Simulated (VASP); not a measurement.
# Ta (Fd-3m) in VASP: a series of runs

Runs on Ta. Level: revPBE. Tasks: single point, relaxation of cell and atoms.

Program: VASP 6.6.1. These are calculated values, not measurements. Logs are shortened: lines on timing, memory, paths and dates and some standing lists are left out, and cuts for length are marked.

## 1. The cell of the first run

The structure is cubic, space group Fd-3m (No. 227). The conventional cell has a = 6.226 Å, b = 6.226 Å, c = 6.226 Å, α = 90.00°, β = 90.00°, γ = 90.00°. Ta (site symmetry -43m) has 4 Ta at 2.70 Å within 3.6 Å.

## 2. Single point, revPBE (volume scaled by 1.04)

File INCAR:

```
SYSTEM = Ta
  PREC = Accurate
  ENCUT = 520
  EDIFF = 1E-6
  ISMEAR = -1
  SIGMA = 0.1
  LREAL = .False.
  LASPH = .True.
  NELM = 80
  ALGO = Normal
  ISIF = 2
  LWAVE = .False.
  LCHARG = .True.
  GGA = RE
  LELF = .True.
  LVHAR = .True.
  NBANDS = 18
```

File KPOINTS:

```
Automatic mesh
0
Gamma
  10 10 10
  0 0 0
```

File POSCAR:

```
Ta
1.0
    0.0000000000      3.1129510321      3.1129510321
    3.1129510321      0.0000000000      3.1129510321
    3.1129510321      3.1129510321      0.0000000000
Ta
2
Direct
    0.1250000000      0.1250000000      0.1250000000
    0.8750000000      0.8750000000      0.8750000000
```

Potentials or basis: VASP PAW PBE potentials, release 64 (Ta_pv).

Started as:

```console
$ cat potpaw_PBE.64/Ta_pv/POTCAR > POTCAR
$ mpirun -np 1 vasp_std > vasp.out
```

OUTCAR:

```text
SYSTEM = Ta
   PREC = Accurate
   ENCUT = 520
   EDIFF = 1E-6
   ISMEAR = -1
   LREAL = .False.
   LASPH = .True.
   NELM = 80
   ISIF = 2
   GGA = RE

 ion  position               nearest neighbor table
   1  0.125  0.125  0.125-   2 2.70   2 2.70   2 2.70   2 2.70
   2  0.875  0.875  0.875-   1 2.70   1 2.70   1 2.70   1 2.70

  LATTYP: Found a face centered cubic cell.
 ALAT       =     6.2259020642

  Lattice vectors:

 A1 = (   0.0000000000,   3.1129510321,   3.1129510321)
 A2 = (   3.1129510321,   0.0000000000,   3.1129510321)
 A3 = (   3.1129510321,   3.1129510321,   0.0000000000)

Analysis of symmetry for initial positions (statically):
=====================================================================
 Subroutine PRICEL returns:
 Original cell was already a primitive cell.

 Routine SETGRP: Setting up the symmetry group for a
 face centered cubic supercell.

 Subroutine GETGRP returns: Found 48 space group operations
 (whereof 12 operations were pure point group operations)
 out of a pool of 48 trial point group operations.

The static configuration has the point symmetry D_3d.
 The point group associated with its full space group is O_h .

Analysis of symmetry for dynamics (positions and initial velocities):
=====================================================================
 Subroutine PRICEL returns:
 Original cell was already a primitive cell.

 Routine SETGRP: Setting up the symmetry group for a
 face centered cubic supercell.

 Subroutine GETGRP returns: Found 48 space group operations
 (whereof 12 operations were pure point group operations)
 out of a pool of 48 trial point group operations.

The dynamic configuration has the point symmetry D_3d.
 The point group associated with its full space group is O_h .

 Subroutine INISYM returns: Found 48 space group operations
 (whereof 12 operations are pure point group operations),
 and found     1 'primitive' translations

----------------------------------------------------------------------------------------

                                     Primitive cell

  volume of cell :      60.3319

  direct lattice vectors                    reciprocal lattice vectors
     0.000000000  3.112951032  3.112951032    -0.160619295  0.160619295  0.160619295
     3.112951032  0.000000000  3.112951032     0.160619295 -0.160619295  0.160619295
     3.112951032  3.112951032  0.000000000     0.160619295  0.160619295 -0.160619295

  length of vectors
     4.402377569  4.402377569  4.402377569     0.278200780  0.278200780  0.278200780

  position of ions in fractional coordinates (direct lattice)
     0.125000000  0.125000000  0.125000000
     0.875000000  0.875000000  0.875000000

  ion indices of the primitive-cell ions
   primitive index   ion index
                 1           1
                 2           2

----------------------------------------------------------------------------------------

 KPOINTS: Automatic mesh

Automatic generation of k-mesh.
 Grid dimensions read from file:
 generate k-points for:   10   10   10

 Generating k-lattice:

  Cartesian coordinates                     Fractional coordinates (reciprocal lattice)
    -0.016061929  0.016061929  0.016061929     0.100000000  0.000000000  0.000000000
     0.016061929 -0.016061929  0.016061929     0.000000000  0.100000000  0.000000000
     0.016061929  0.016061929 -0.016061929     0.000000000  0.000000000  0.100000000

  Length of vectors
     0.027820078  0.027820078  0.027820078

  Shift w.r.t. Gamma in fractional coordinates (k-lattice)
     0.000000000  0.000000000  0.000000000

 Subroutine IBZKPT returns following result:
 ===========================================

 Found     47 irreducible k-points:

 Following reciprocal coordinates:
            Coordinates               Weight
  0.000000  0.000000  0.000000      1.000000
  0.100000  0.000000  0.000000      8.000000
  0.200000  0.000000  0.000000      8.000000
  0.300000  0.000000  0.000000      8.000000
  0.400000  0.000000  0.000000      8.000000
  0.500000  0.000000  0.000000      4.000000
[... 16 lines left out ...]
  0.300000  0.300000  0.000000      6.000000
  0.400000  0.300000  0.000000     24.000000
 [... further k-points ...]
   k-points           NKPTS =     47   k-points in BZ     NKDIM =     47   number of bands    NBANDS=     18
   number of dos      NEDOS =    301   number of ions     NIONS =      2
   total plane-waves  NPLWV =  46656
   dimension x,y,z NGX =    36 NGY =   36 NGZ =   36
   dimension x,y,z NGXF=    72 NGYF=   72 NGZF=   72
   ions per type =               2
   NGX,Y,Z   is equivalent  to a cutoff of  13.59, 13.59, 13.59 a.u.
   NGXF,Y,Z  is equivalent  to a cutoff of  27.19, 27.19, 27.19 a.u.
 SYSTEM =  Ta
   PREC   = accura    normal or accurate (medium, high low for compatibility)
   ISTART =      0    job   : 0-new  1-cont  2-samecut
   ICHARG =      2    charge: 1-file 2-atom 10-const
   ISPIN  =      1    spin polarized calculation?
   LNONCOLLINEAR =      F non collinear calculations
   LSORBIT =      F    spin-orbit coupling
   LASPH  =      T    aspherical Exc in radial PAW
   ENCUT  =  520.0 eV  38.22 Ry    6.18 a.u.   8.19  8.19  8.19*2*pi/ulx,y,z
   NELM   =     80;   NELMIN=  2; NELMDL= -5     # of ELM steps
   EDIFF  = 0.1E-05   stopping-criterion for ELM
   LREAL  =      F    real-space projection
   EDIFFG = 0.1E-04   stopping-criterion for IOM
   NSW    =      0    number of steps for IOM
   IBRION =     -1    ionic relax: 0-MD 1-quasi-New 2-CG
   NFREE  =      0    steps in history (QN), initial steepest desc. (CG)
   ISIF   =      2    stress and relaxation
   ISYM   =      2    0-nonsym 1-usesym 2-fastsym
   POTIM  = 0.5000    time-step for ionic-motion
   TEBEG  =    0.0;   TEEND  =   0.0 temperature during run
   PSTRESS=    0.0 pullay stress
   NELECT =      22.0000    total number of electrons
   NUPDOWN=      -1.0000    fix difference up-down
   EMIN   =  10.00;   EMAX   =-10.00  energy-range for DOS
   EFERMI =   0.00;   METHOD = LEGACY
   ISMEAR =    -1;   SIGMA  =   0.10  broadening in eV -4-tet -1-fermi 0-gaus
   EFERMI_NEDOS =   21; number of points for ismear=-14 and -15
   IALGO  =     38    algorithm
   IMIX   =      4    mixing-type and parameters
     AMIX     =   0.40;   BMIX     =  1.00
     AMIX_MAG =   1.60;   BMIX_MAG =  1.00
  volume/ion in A,a.u.               =      30.17       203.57
  Fermi-wavevector in a.u.,A,eV,Ry     =   1.169589  2.210204 18.611946  1.367939
  Thomas-Fermi vector in A             =   2.306060
   LORBIT       =      0    0 simple, 1 ext, 2 COOP (PROOUT), +10 PAW based schemes
   GGA     = RE    functional components
   LHFCALC =     F    Hartree Fock is set to
   AEXX    =    0.0000 exact exchange contribution
   IVDW    =     0    specifies the selected vdW correction
   LEPSILON=     F    determine dielectric tensor
   LRPA    =     F    only Hartree local field effects (RPA)
 non-spin polarized calculation
  energy-cutoff  :      520.00
  volume of cell :       60.33
 maximum number of plane-waves:      1660
 NGX is ok and might be reduce to    36
   NGX = 17   NGY = 17   NGZ = 17

 number of electron      22.0000001 magnetization

 Free energy of the ion-electron system (eV)
  ---------------------------------------------------
  ext. energy  EPLUGINS =         0.00000000
  ---------------------------------------------------
  free energy    TOTEN  =       -17.17198298 eV

  energy without entropy =      -17.03507178  energy(sigma->0) =      -17.10352738

 E-fermi :   1.7585     XC(G=0):  -9.6982

 val. band max:        1.7533991044   @ k =   0.5000   0.4000   0.1000
 cond. band min:       1.7602443080   @ k =   0.5000   0.3000   0.1000
 fundamental gap:      0.0068452037
 Fermi energy:         1.7585434847

 k-point     1 :       0.0000    0.0000    0.0000
  band No.  band energies     occupation
      1     -32.4456      2.00000
      2     -32.4456      2.00000
      3     -32.4456      2.00000
      4     -31.7732      2.00000
      5     -31.7732      2.00000
      6     -31.7732      2.00000
[... 10 lines left out ...]
     17       7.1683      0.00000
     18      11.3438      0.00000

 k-point     2 :       0.1000    0.0000    0.0000
  band No.  band energies     occupation
      1     -32.4532      2.00000
      2     -32.4532      2.00000
      3     -32.4442      2.00000
      4     -31.7759      2.00000
      5     -31.7653      2.00000
      6     -31.7653      2.00000
[... 10 lines left out ...]
     17       7.1360      0.00000
     18      11.1075      0.00000

 k-point     3 :       0.2000    0.0000    0.0000
  band No.  band energies     occupation
      1     -32.4721      2.00000
      2     -32.4721      2.00000
      3     -32.4405      2.00000
      4     -31.7827      2.00000
      5     -31.7454      2.00000
      6     -31.7454      2.00000
[... 10 lines left out ...]
     17       7.0230      0.00000
     18      10.1936      0.00000

 k-point     4 :       0.3000    0.0000    0.0000
  band No.  band energies     occupation
      1     -32.4941      2.00000
      2     -32.4941      2.00000
      3     -32.4363      2.00000
      4     -31.7908      2.00000
      5     -31.7221      2.00000
      6     -31.7221      2.00000
[... 10 lines left out ...]
     17       6.7904      0.00000
     18       8.3394      0.00000

 k-point     5 :       0.4000    0.0000    0.0000
  band No.  band energies     occupation
      1     -32.5110      2.00000
      2     -32.5110      2.00000
      3     -32.4331      2.00000
      4     -31.7970      2.00000
      5     -31.7042      2.00000
      6     -31.7042      2.00000
[... 10 lines left out ...]
     17       6.4423      0.00000
     18       6.9798      0.00000

 k-point     6 :       0.5000    0.0000    0.0000
  band No.  band energies     occupation
      1     -32.5172      2.00000
      2     -32.5172      2.00000
      3     -32.4320      2.00000
      4     -31.7993      2.00000
      5     -31.6976      2.00000
      6     -31.6976      2.00000
[... 10 lines left out ...]
     17       6.2168      0.00000
     18       6.4667      0.00000

 k-point     7 :       0.1000    0.1000    0.0000
  band No.  band energies     occupation
      1     -32.4620      2.00000
      2     -32.4620      2.00000
      3     -32.4300      2.00000
      4     -31.7910      2.00000
      5     -31.7561      2.00000
      6     -31.7561      2.00000
[... 10 lines left out ...]
     17       7.2754      0.00000
     18      11.0663      0.00000

 k-point     8 :       0.2000    0.1000    0.0000
  band No.  band energies     occupation
      1     -32.4816      2.00000
      2     -32.4808      2.00000
      3     -32.4162      2.00000
      4     -31.8073      2.00000
      5     -31.7367      2.00000
      6     -31.7355      2.00000
[... 10 lines left out ...]
     17       7.2962      0.00000
     18      10.7310      0.00000
[... 229 lines left out ...]
     17       6.4729      0.00000
     18       6.8380      0.00000

 k-point    20 :      -0.4000    0.2000    0.0000
  band No.  band energies     occupation
      1     -32.5811      2.00000
      2     -32.5354      2.00000
      3     -32.3207      2.00000
      4     -31.9098      2.00000
      5     -31.6784      2.00000
      6     -31.6361      2.00000
[... 10 lines left out ...]
     17       6.7199      0.00000
     18       6.7306      0.00000

 k-point    21 :      -0.3000    0.2000    0.0000
  band No.  band energies     occupation
      1     -32.5715      2.00000
      2     -32.5173      2.00000
      3     -32.3459      2.00000
      4     -31.8831      2.00000
      5     -31.6975      2.00000
      6     -31.6457      2.00000
[... 10 lines left out ...]
     17       7.1961      0.00000
     18       7.4433      0.00000

 k-point    22 :      -0.2000    0.2000    0.0000
  band No.  band energies     occupation
      1     -32.5450      2.00000
      2     -32.4951      2.00000
      3     -32.3821      2.00000
      4     -31.8449      2.00000
      5     -31.7209      2.00000
      6     -31.6719      2.00000
[... 10 lines left out ...]
     17       7.3339      0.00000
     18       8.6614      0.00000

 k-point    23 :       0.3000    0.3000    0.0000
  band No.  band energies     occupation
      1     -32.5452      2.00000
      2     -32.5452      2.00000
      3     -32.3134      2.00000
      4     -31.9200      2.00000
      5     -31.6683      2.00000
      6     -31.6683      2.00000
[... 10 lines left out ...]
     17       7.3439      0.00000
     18       8.8685      0.00000

 k-point    24 :       0.4000    0.3000    0.0000
  band No.  band energies     occupation
      1     -32.5667      2.00000
      2     -32.5611      2.00000
      3     -32.2729      2.00000
      4     -31.9625      2.00000
      5     -31.6515      2.00000
      6     -31.6466      2.00000
[... 10 lines left out ...]
     17       7.2241      0.00000
     18       7.8554      0.00000

 [... further k-points ...]

------------------------ aborting loop because EDIFF is reached ----------------------------------------

  FORCE on cell =-STRESS in cart. coord.  units (eV):
  Direction    XX          YY          ZZ          XY          YZ          ZX
  --------------------------------------------------------------------------------------
  -------------------------------------------------------------------------------------
  Total       -0.9124499     -0.9124499     -0.9124499     -0.0000000      0.0000000     -0.0000000
  in kB      -24.2310777    -24.2310777    -24.2310777     -0.0000000      0.0000000     -0.0000000
  external PRESSURE =     -24.2310777 kB  Pullay stress =       0.0000000 kB

 VOLUME and BASIS-vectors are now :
 -----------------------------------------------------------------------------
  energy-cutoff  :      520.00
  volume of cell :       60.33
      direct lattice vectors                 reciprocal lattice vectors
     0.000000000  3.112951032  3.112951032    -0.160619295  0.160619295  0.160619295
     3.112951032  0.000000000  3.112951032     0.160619295 -0.160619295  0.160619295
     3.112951032  3.112951032  0.000000000     0.160619295  0.160619295 -0.160619295

 POSITION                                       TOTAL-FORCE (eV/Angst)
 -----------------------------------------------------------------------------------
      0.77824      0.77824      0.77824        -0.000000     -0.000000     -0.000000
      5.44766      5.44766      5.44766         0.000000      0.000000      0.000000
 -----------------------------------------------------------------------------------
    total drift:                                0.000000      0.000000      0.000000

  FREE ENERGIE OF THE ION-ELECTRON SYSTEM (eV)
  ---------------------------------------------------
  free  energy   TOTEN  =       -17.1719829843 eV

  energy  without entropy=      -17.0350717800  energy(sigma->0) =      -17.10352738
```

Wall time 17 s (1 thread of Intel Xeon 6975P-C (Granite Rapids), shared host); peak memory 0.21 GiB.

What came out:

```
Free energy            : -17.1720 eV
Pressure               : -2.4 GPa
Band gap on the k mesh : zero (band 11 reaches 2.19 eV, above the bottom of band 12 at 1.43 eV)
```

Caveat: the PAW data sets were made with another functional, which shifts forces and pressure a little; spin-orbit coupling is left out, which moves the levels of the heavy elements.

## 3. Single point, revPBE (volume scaled by 1.08)

File INCAR:

```
PREC     = Accurate       # precision mode
ENCUT    = 520            # plane-wave cutoff, eV
EDIFF    = 1E-7           # SCF threshold, eV
ISMEAR   = -1             # smearing method
SIGMA    = 0.1            # smearing width, eV
LREAL    = F              # projectors in reciprocal space
LASPH    = T              # aspherical terms in the spheres
NELM     = 100            # most SCF steps
ALGO     = Normal         # electronic algorithm
ISIF     = 2              # what is computed and relaxed
LWAVE    = F              # write WAVECAR
LCHARG   = F              # write CHGCAR
GGA      = RE             # functional
NBANDS   = 18             # bands
```

File KPOINTS:

```
Automatic mesh
0
Gamma
  10 10 10
```

File POSCAR:

```
Ta
1.0
    0.0000000000      3.1523596591      3.1523596591
    3.1523596591      0.0000000000      3.1523596591
    3.1523596591      3.1523596591      0.0000000000
Ta
2
Direct
    0.1250000000      0.1250000000      0.1250000000
    0.8750000000      0.8750000000      0.8750000000
```

Potentials or basis: VASP PAW PBE potentials, release 64 (Ta_pv).

Started as:

```console
$ cat potpaw_PBE.64/Ta_pv/POTCAR > POTCAR
$ mpirun -np 1 vasp_std > vasp.out
```

Run time: 19 s. Hardware: 1 thread of Intel Xeon 6975P-C (Granite Rapids), shared host; peak memory 0.21 GiB.

The run converged. Its results:

```yaml
Free_energy: -17.1221 eV
Pressure: -4.5 GPa
Band_gap_on_the_k_mesh: zero (band 11 reaches 1.99 eV, above the bottom of band 12 at 1.26 eV)
```

Levels at points of the mesh, in eV from the Fermi level:
| k point | band 8 | band 9 | band 10 | band 11 | band 12 | band 13 | band 14 | band 15 |
| --- | --- | --- | --- | --- | --- | --- | --- | --- |
| (0.00, 0.00, 0.00) | -0.76 | -0.76 | -0.31 | -0.31 | -0.31 | 1.83 | 1.83 | 1.83 |
| (0.50, 0.00, 0.00) | -0.93 | -0.65 | -0.65 | -0.35 | -0.31 | -0.31 | 2.82 | 2.82 |
| (0.50, 0.50, 0.00) | -1.63 | -1.25 | -1.25 | -0.20 | -0.20 | 1.72 | 1.72 | 3.84 |

Caveat: the PAW data sets were made with another functional, which shifts forces and pressure a little; spin-orbit coupling is left out, which moves the levels of the heavy elements.

## 4. Single point, revPBE (volume scaled by 1.12)

File INCAR:

```
SYSTEM = Ta
ALGO = Normal ; EDIFF = 1E-7
ENCUT = 520 ; GGA = RE
ISIF = 2 ; ISMEAR = -1
LASPH = .True. ; LCHARG = .True.
LELF = .True. ; LREAL = .False.
LVHAR = .True. ; LWAVE = .False.
NBANDS = 18 ; NELM = 100
PREC = Accurate ; SIGMA = 0.1
```

File KPOINTS:

```
k-points
0
Gamma
  10 10 10
  0 0 0
```

File POSCAR:

```
Ta
1.0
    0.0000000000      3.1908068587      3.1908068587
    3.1908068587      0.0000000000      3.1908068587
    3.1908068587      3.1908068587      0.0000000000
Ta
2
Direct
    0.1250000000      0.1250000000      0.1250000000
    0.8750000000      0.8750000000      0.8750000000
```

Started as:

```console
$ cat potpaw_PBE.64/Ta_pv/POTCAR > POTCAR
$ mpirun -np 1 vasp_std > vasp.out
```

Run time: 20 s. Hardware: 1 thread of Intel Xeon 6975P-C (Granite Rapids), shared host; peak memory 0.22 GiB.

It converged, with:

```yaml
Free_energy: -17.0447 eV
Pressure: -6.2 GPa
Band_gap_on_the_k_mesh: zero (band 11 reaches 1.80 eV, above the bottom of band 12 at 1.08 eV)
```

Levels at points of the mesh, in eV from the Fermi level:
```tsv
k point	band 8	band 9	band 10	band 11	band 12	band 13	band 14	band 15
(0.00, 0.00, 0.00)	-0.69	-0.69	-0.31	-0.31	-0.31	1.77	1.77	1.77
(0.50, 0.00, 0.00)	-0.86	-0.59	-0.59	-0.41	-0.30	-0.30	2.70	2.70
(0.50, 0.50, 0.00)	-1.55	-1.29	-1.29	-0.19	-0.19	1.68	1.68	3.71
```

Caveat: the PAW data sets were made with another functional, which shifts forces and pressure a little; spin-orbit coupling is left out, which moves the levels of the heavy elements.

(Part 1 of 3 ends here.)
